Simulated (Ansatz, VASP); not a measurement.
## Cd4Se: VASP beside Ansatz

```
Cd Se
1.0
     3.90663    0.00000    0.00000
    -1.95332    3.38324    0.00000
     0.00000    0.00000    9.51214
Cd Se
4 1
Direct
  0.33333 0.66667 0.18096
  0.66667 0.33333 0.81904
  0.66667 0.33333 0.39485
  0.33333 0.66667 0.60515
  0.00000 0.00000 0.00000
```

Alike in both runs: functional PBE; k mesh 6 × 6 × 2; occupations gaussian, width 0.2 eV; no spin polarisation.

Ansatz relaxed the structure, and its values are those at the end. VASP's run is a single point on that final structure, the one shown.

```csv
,VASP,Ansatz
version,VASP 6.6.1,Ansatz 0.2.0
potentials or method,"VASP PAW PBE potentials, release 64 (Cd, Se), cutoff 520 eV","scalar-relativistic, plane waves, PAW"
valence electrons in the cell,54,96
```

|  | VASP | Ansatz | Ansatz less VASP |
| --- | --- | --- | --- |
| gap on the k mesh at the Fermi level (eV) | none | none | - |
| pressure (GPa) | 0.5 | 0.3 | -0.25 |
| rms of the force components (eV/Å) | 0.017 | 0.021 | +0.0040 |

A gap of «none» marks a metal or a gap that the smearing closes. VASP's potentials hold 54 valence electrons a cell and Ansatz's 96, so a difference there can come from the potentials and not from the codes.
